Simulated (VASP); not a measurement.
# Ga2SiS (P6/mmm) in VASP: further runs

The runs below take Ga2SiS through single point, with PBE.

Everything below comes from runs of VASP 6.6.1. Logs are shortened: lines on timing, memory, paths and dates and some standing lists are left out, and cuts for length are marked.

## 1. The cell of the first run

It takes space group P6/mmm (No. 191, hexagonal). The conventional cell has a = 2.743 Å, b = 2.743 Å, c = 10.408 Å, α = 90.00°, β = 90.00°, γ = 120.00°. Within 3.4 Å of Ga (site symmetry 6mm) lie 1 Si at 2.56 Å and 1 S at 2.64 Å and 6 Ga at 2.74 Å. Si (site symmetry 6/mmm) has 2 Ga at 2.56 Å and 6 Si at 2.74 Å within 3.4 Å. Within 3.5 Å of S (site symmetry 6/mmm) lie 2 Ga at 2.64 Å and 6 S at 2.74 Å.

## 2. Single point, PBE

Input file INCAR:

```
PREC     = Accurate       # precision mode
ENCUT    = 520            # plane-wave cutoff, eV
EDIFF    = 1E-7           # SCF threshold, eV
ISMEAR   = 0              # smearing method
SIGMA    = 0.1            # smearing width, eV
LREAL    = False          # projectors in reciprocal space
LASPH    = True           # aspherical terms in the spheres
NELM     = 80             # most SCF steps
ALGO     = Normal         # electronic algorithm
ISIF     = 2              # what is computed and relaxed
LWAVE    = False          # write WAVECAR
LCHARG   = True           # write CHGCAR
GGA      = PE             # functional
LELF     = True           # ELF
LVHAR    = True         
NBANDS   = 26             # bands
```

Input file KPOINTS:

```
regular mesh
0
Gamma
  6 6 4
```

Input file POSCAR:

```
Ga2SiS
1.0
    2.7430012272      0.0000000000      0.0000000000
   -1.3715006136      2.3755087454      0.0000000000
    0.0000000000      0.0000000000     10.4075955602
Ga Si S
2 1 1
Direct
    0.0000000000      0.0000000000      0.7535476236
    0.0000000000      0.0000000000      0.2464523764
    0.0000000000      0.0000000000      0.0000000000
    0.0000000000      0.0000000000      0.5000000000
```

Potentials or basis: VASP PAW PBE potentials, release 64 (Ga_d, Si, S).

Command:

```
> cat potpaw_PBE.64/Ga_d/POTCAR potpaw_PBE.64/Si/POTCAR potpaw_PBE.64/S/POTCAR > POTCAR
> mpirun -np 1 vasp_std > vasp.out
```

OUTCAR:

```text
PREC = Accurate
   ENCUT = 520
   EDIFF = 1E-7
   ISMEAR = 0
   LREAL = False
   LASPH = True
   NELM = 80
   ISIF = 2
   GGA = PE

 ion  position               nearest neighbor table
   1  0.000  0.000  0.754-   3 2.56   4 2.64
   2  0.000  0.000  0.246-   3 2.56   4 2.64
   3  0.000  0.000  0.000-   1 2.56   2 2.56
   4  0.000  0.000  0.500-   1 2.64   2 2.64

  LATTYP: Found a hexagonal cell.
 ALAT       =     2.7430012272
 C/A-ratio  =     3.7942365672

  Lattice vectors:

 A1 = (   2.7430012272,   0.0000000000,   0.0000000000)
 A2 = (  -1.3715006136,   2.3755087454,   0.0000000000)
 A3 = (   0.0000000000,   0.0000000000,  10.4075955602)

Analysis of symmetry for initial positions (statically):
=====================================================================
 Subroutine PRICEL returns:
 Original cell was already a primitive cell.

 Routine SETGRP: Setting up the symmetry group for a
 hexagonal supercell.

 Subroutine GETGRP returns: Found 24 space group operations
 (whereof 24 operations were pure point group operations)
 out of a pool of 24 trial point group operations.

The static configuration has the point symmetry D_6h.

Analysis of symmetry for dynamics (positions and initial velocities):
=====================================================================
 Subroutine PRICEL returns:
 Original cell was already a primitive cell.

 Routine SETGRP: Setting up the symmetry group for a
 hexagonal supercell.

 Subroutine GETGRP returns: Found 24 space group operations
 (whereof 24 operations were pure point group operations)
 out of a pool of 24 trial point group operations.

The dynamic configuration has the point symmetry D_6h.

 Subroutine INISYM returns: Found 24 space group operations
 (whereof 24 operations are pure point group operations),
 and found     1 'primitive' translations

----------------------------------------------------------------------------------------

                                     Primitive cell

  volume of cell :      67.8161

  direct lattice vectors                    reciprocal lattice vectors
     2.743001227  0.000000000  0.000000000     0.364564183  0.210481229  0.000000000
    -1.371500614  2.375508745  0.000000000     0.000000000  0.420962458  0.000000000
     0.000000000  0.000000000 10.407595560     0.000000000  0.000000000  0.096083672

  length of vectors
     2.743001227  2.743001227 10.407595560     0.420962458  0.420962458  0.096083672

  position of ions in fractional coordinates (direct lattice)
     0.000000000  0.000000000  0.753547624
     0.000000000  0.000000000  0.246452376
     0.000000000  0.000000000  0.000000000
     0.000000000  0.000000000  0.500000000

  ion indices of the primitive-cell ions
   primitive index   ion index
                 1           1
                 2           2
                 3           3
                 4           4

----------------------------------------------------------------------------------------

 KPOINTS: regular mesh

Automatic generation of k-mesh.
 Grid dimensions read from file:
 generate k-points for:    6    6    4

 Generating k-lattice:

  Cartesian coordinates                     Fractional coordinates (reciprocal lattice)
     0.060760697  0.035080205  0.000000000     0.166666667  0.000000000  0.000000000
     0.000000000  0.070160410  0.000000000     0.000000000  0.166666667  0.000000000
     0.000000000  0.000000000  0.024020918     0.000000000  0.000000000  0.250000000

  Length of vectors
     0.070160410  0.070160410  0.024020918

  Shift w.r.t. Gamma in fractional coordinates (k-lattice)
     0.000000000  0.000000000  0.000000000

 Subroutine IBZKPT returns following result:
 ===========================================

 Found     21 irreducible k-points:

 Following reciprocal coordinates:
            Coordinates               Weight
  0.000000  0.000000  0.000000      1.000000
  0.166667 -0.000000  0.000000      6.000000
  0.333333  0.000000  0.000000      6.000000
  0.500000  0.000000  0.000000      3.000000
  0.166667  0.166667  0.000000      6.000000
  0.333333  0.166667  0.000000     12.000000
[... 13 lines left out ...]
  0.333333  0.166667  0.500000     12.000000
  0.333333  0.333333  0.500000      2.000000
   k-points           NKPTS =     21   k-points in BZ     NKDIM =     21   number of bands    NBANDS=     26
   number of dos      NEDOS =    301   number of ions     NIONS =      4
   total plane-waves  NPLWV =  32000
   dimension x,y,z NGX =    20 NGY =   20 NGZ =   80
   dimension x,y,z NGXF=    40 NGYF=   40 NGZF=  160
   ions per type =               2   1   1
   NGX,Y,Z   is equivalent  to a cutoff of  12.12, 12.12, 12.78 a.u.
   NGXF,Y,Z  is equivalent  to a cutoff of  24.24, 24.24, 25.56 a.u.
 SYSTEM =  unknown system
   PREC   = accura    normal or accurate (medium, high low for compatibility)
   ISTART =      0    job   : 0-new  1-cont  2-samecut
   ICHARG =      2    charge: 1-file 2-atom 10-const
   ISPIN  =      1    spin polarized calculation?
   LNONCOLLINEAR =      F non collinear calculations
   LSORBIT =      F    spin-orbit coupling
   LASPH  =      T    aspherical Exc in radial PAW
   ENCUT  =  520.0 eV  38.22 Ry    6.18 a.u.   5.10  5.10 19.35*2*pi/ulx,y,z
   NELM   =     80;   NELMIN=  2; NELMDL= -5     # of ELM steps
   EDIFF  = 0.1E-06   stopping-criterion for ELM
   LREAL  =      F    real-space projection
   EDIFFG = 0.1E-05   stopping-criterion for IOM
   NSW    =      0    number of steps for IOM
   IBRION =     -1    ionic relax: 0-MD 1-quasi-New 2-CG
   NFREE  =      0    steps in history (QN), initial steepest desc. (CG)
   ISIF   =      2    stress and relaxation
   ISYM   =      2    0-nonsym 1-usesym 2-fastsym
   POTIM  = 0.5000    time-step for ionic-motion
   TEBEG  =    0.0;   TEEND  =   0.0 temperature during run
   PSTRESS=    0.0 pullay stress
   NELECT =      36.0000    total number of electrons
   NUPDOWN=      -1.0000    fix difference up-down
   EMIN   =  10.00;   EMAX   =-10.00  energy-range for DOS
   EFERMI =   0.00;   METHOD = LEGACY
   ISMEAR =     0;   SIGMA  =   0.10  broadening in eV -4-tet -1-fermi 0-gaus
   EFERMI_NEDOS =   21; number of points for ismear=-14 and -15
   IALGO  =     38    algorithm
   IMIX   =      4    mixing-type and parameters
     AMIX     =   0.40;   BMIX     =  1.00
     AMIX_MAG =   1.60;   BMIX_MAG =  1.00
  volume/ion in A,a.u.               =      16.95       114.41
  Fermi-wavevector in a.u.,A,eV,Ry     =   1.325556  2.504937 23.906769  1.757098
  Thomas-Fermi vector in A             =   2.455008
   LORBIT       =      0    0 simple, 1 ext, 2 COOP (PROOUT), +10 PAW based schemes
   GGA     = PE    functional components
   LHFCALC =     F    Hartree Fock is set to
   AEXX    =    0.0000 exact exchange contribution
   IVDW    =     0    specifies the selected vdW correction
   LEPSILON=     F    determine dielectric tensor
   LRPA    =     F    only Hartree local field effects (RPA)
 non-spin polarized calculation
 Gauss-broadening in eV      SIGMA  =   0.10
  energy-cutoff  :      520.00
  volume of cell :       67.82
 maximum number of plane-waves:      1845
   NGX = 11   NGY = 11   NGZ = 39

 number of electron      36.0000028 magnetization

 Free energy of the ion-electron system (eV)
  ---------------------------------------------------
  ext. energy  EPLUGINS =         0.00000000
  ---------------------------------------------------
  free energy    TOTEN  =       -14.35052626 eV

  energy without entropy =      -14.34142757  energy(sigma->0) =      -14.34597692

 E-fermi :   6.7763     XC(G=0): -11.0587

 val. band max:        6.7447019520   @ k =   0.3333   0.3333   0.5000
 cond. band min:       6.9132206313   @ k =   0.1667  -0.0000   0.0000
 fundamental gap:      0.1685186793
 Fermi energy:         6.7763266024

 k-point     1 :       0.0000    0.0000    0.0000
  band No.  band energies     occupation
      1      -9.0057      2.00000
      2      -8.1358      2.00000
      3      -8.0819      2.00000
      4      -7.9796      2.00000
      5      -7.9796      2.00000
      6      -7.9796      2.00000
[... 18 lines left out ...]
     25      19.3492      0.00000
     26      19.4303      0.00000

 k-point     2 :       0.1667   -0.0000    0.0000
  band No.  band energies     occupation
      1      -8.5004      2.00000
      2      -8.0871      2.00000
      3      -8.0372      2.00000
      4      -7.9880      2.00000
      5      -7.9157      2.00000
      6      -7.8917      2.00000
[... 18 lines left out ...]
     25      16.9152      0.00000
     26      17.6446      0.00000

 k-point     3 :       0.3333    0.0000    0.0000
  band No.  band energies     occupation
      1      -8.1581      2.00000
      2      -8.1533      2.00000
      3      -7.9681      2.00000
      4      -7.9474      2.00000
      5      -7.9300      2.00000
      6      -7.8685      2.00000
[... 18 lines left out ...]
     25      14.8655      0.00000
     26      15.6942      0.00000

 k-point     4 :       0.5000    0.0000    0.0000
  band No.  band energies     occupation
      1      -8.2032      2.00000
      2      -8.2023      2.00000
      3      -8.0119      2.00000
      4      -8.0066      2.00000
      5      -7.8453      2.00000
      6      -7.8042      2.00000
[... 18 lines left out ...]
     25      14.1411      0.00000
     26      14.2078      0.00000
[... 409 lines left out ...]
      1      -8.0690      2.00000
      2      -8.0342      2.00000
      3      -8.0342      2.00000
      4      -8.0019      2.00000
      5      -7.9156      2.00000
      6      -7.9080      2.00000
[... 18 lines left out ...]
     25      13.8187      0.00000
     26      13.9851      0.00000

 k-point    20 :       0.3333    0.1667    0.5000
  band No.  band energies     occupation
      1      -8.0867      2.00000
      2      -8.0853      2.00000
      3      -7.9768      2.00000
      4      -7.9758      2.00000
      5      -7.8757      2.00000
      6      -7.8536      2.00000
[... 18 lines left out ...]
     25      13.0892      0.00000
     26      13.1822      0.00000

 k-point    21 :       0.3333    0.3333    0.5000
  band No.  band energies     occupation
      1      -7.9247      2.00000
      2      -7.9247      2.00000
      3      -7.9247      2.00000
      4      -7.9247      2.00000
      5      -7.8754      2.00000
      6      -7.8754      2.00000
[... 18 lines left out ...]
     25      13.6660      0.00000
     26      13.6662      0.00000

------------------------ aborting loop because EDIFF is reached ----------------------------------------

  FORCE on cell =-STRESS in cart. coord.  units (eV):
  Direction    XX          YY          ZZ          XY          YZ          ZX
  --------------------------------------------------------------------------------------
  -------------------------------------------------------------------------------------
  Total        0.0356993      0.0356993      0.0183896      0.0000000     -0.0000000      0.0000000
  in kB        0.8434070      0.8434070      0.4344607      0.0000000     -0.0000000      0.0000000
  external PRESSURE =       0.7070916 kB  Pullay stress =       0.0000000 kB

 VOLUME and BASIS-vectors are now :
 -----------------------------------------------------------------------------
  energy-cutoff  :      520.00
  volume of cell :       67.82
      direct lattice vectors                 reciprocal lattice vectors
     2.743001227  0.000000000  0.000000000     0.364564183  0.210481229  0.000000000
    -1.371500614  2.375508745  0.000000000     0.000000000  0.420962458  0.000000000
     0.000000000  0.000000000 10.407595560     0.000000000  0.000000000  0.096083672

 POSITION                                       TOTAL-FORCE (eV/Angst)
 -----------------------------------------------------------------------------------
      0.00000      0.00000      7.84262        -0.000000      0.000000     -0.012703
      0.00000      0.00000      2.56498         0.000000      0.000000      0.012703
      0.00000      0.00000      0.00000         0.000000     -0.000000      0.000000
      0.00000      0.00000      5.20380         0.000000     -0.000000      0.000000
 -----------------------------------------------------------------------------------
    total drift:                               -0.000000      0.000000     -0.000000

  FREE ENERGIE OF THE ION-ELECTRON SYSTEM (eV)
  ---------------------------------------------------
  free  energy   TOTEN  =       -14.3505262643 eV

  energy  without entropy=      -14.3414275668  energy(sigma->0) =      -14.34597692
```

It took 18 s on 1 thread of Intel Xeon 6975P-C (Granite Rapids), shared host; peak memory 0.19 GiB.

What came out:

- Free energy: -14.3505 eV
- Pressure: 0.1 GPa
- Largest force: 0.013 eV/Å
- Band gap on the k mesh: zero (band 18 reaches 9.72 eV, above the bottom of band 19 at 5.40 eV)

Forces in eV/Å, atoms in the order of the input:
```
Ga   0.000  0.000 -0.013
Ga   0.000  0.000  0.013
Si   0.000  0.000  0.000
S    0.000  0.000  0.000
```

Levels at points of the mesh, in eV from the Fermi level:
| k point | band 16 | band 17 | band 18 | band 19 | band 20 | band 21 |
| --- | --- | --- | --- | --- | --- | --- |
| (0.00, 0.00, 0.00) | -1.15 | 0.24 | 2.94 | 2.94 | 7.06 | 9.78 |
| (0.50, 0.00, 0.00) | -2.94 | -2.13 | -1.53 | -1.38 | 0.53 | 3.41 |
| (0.00, 0.00, 0.50) | -3.59 | 2.88 | 2.94 | 2.94 | 4.56 | 10.08 |
| (0.50, 0.00, 0.50) | -3.40 | -2.54 | -2.00 | 0.42 | 0.53 | 1.48 |

Caveat: the k points lie up to 0.44 Å⁻¹ apart.

## 3. Single point, PBE

This run uses another cell than the first one, of 20.18 Å³/atom, 1.190 times its volume.

Input file INCAR:

```
SYSTEM = Ga2SiS
PREC = Accurate ; ENCUT = 520
EDIFF = 1E-6 ; ISMEAR = 0
SIGMA = 0.1 ; LREAL = .False.
LASPH = .True. ; NELM = 60
ALGO = Normal ; ISIF = 2
LWAVE = .False. ; LCHARG = .True.
GGA = PE ; LELF = .True.
LVHAR = .True. ; NBANDS = 26
```

Input file KPOINTS:

```
Automatic mesh
0
Gamma
  6 6 4
  0 0 0
```

Input file POSCAR:

```
Ga2SiS
1.0
    3.7603280000      0.0000000000      0.0000000000
   -1.8801640000      3.2565395700      0.0000000000
    0.0000000000      0.0000000000      6.5926684500
Ga Si S
2 1 1
Direct
    0.0000000000      0.0000000000      0.7225889500
    0.0000000000      0.0000000000      0.2774110500
    0.0000000000      0.0000000000      0.0000000000
    0.0000000000      0.0000000000      0.5000000000
```

Potentials or basis: VASP PAW PBE potentials, release 64 (Ga_d, Si, S).

Command:

```
> cat potpaw_PBE.64/Ga_d/POTCAR potpaw_PBE.64/Si/POTCAR potpaw_PBE.64/S/POTCAR > POTCAR
> mpirun -np 1 vasp_std > vasp.out
```

Run time: 21 s. Hardware: 1 thread of Intel Xeon 6975P-C (Granite Rapids), shared host; peak memory 0.2 GiB.

The run converged. Its results:

- Free energy: 13.0368 eV
- Pressure: 131.5 GPa
- Largest force: 42.417 eV/Å
- Band gap on the k mesh: zero (band 18 reaches 7.17 eV, above the bottom of band 19 at 4.33 eV)

Forces in eV/Å, atoms in the order of the input:
```
Ga    0.000   0.000  42.417
Ga    0.000   0.000 -42.417
Si    0.000   0.000   0.000
S     0.000   0.000   0.000
```

Stress tensor (GPa, compression positive):
```
  0.11   0.00   0.00
  0.00   0.11   0.00
  0.00   0.00 394.41
```

Levels at points of the mesh, in eV from the Fermi level:
| k point | band 14 | band 15 | band 16 | band 17 | band 18 | band 19 | band 20 | band 21 | band 22 | band 23 |
| --- | --- | --- | --- | --- | --- | --- | --- | --- | --- | --- |
| (0.00, 0.00, 0.00) | -5.29 | -5.29 | -4.38 | 1.71 | 1.78 | 1.78 | 2.07 | 2.07 | 3.53 | 5.84 |
| (0.50, 0.00, 0.00) | -7.57 | -5.79 | -3.81 | -2.50 | -1.98 | 0.71 | 1.11 | 2.79 | 4.01 | 5.71 |
| (0.00, 0.00, 0.50) | -6.44 | -5.23 | -5.23 | 0.30 | 0.30 | 3.09 | 4.26 | 5.12 | 5.68 | 5.68 |
| (0.50, 0.00, 0.50) | -7.40 | -5.71 | -5.42 | -4.05 | -0.75 | 1.75 | 1.92 | 3.15 | 4.39 | 4.80 |

Caveat: forces of over 1 eV/Å act on the atoms, so gaps and moduli don't describe the material at rest.
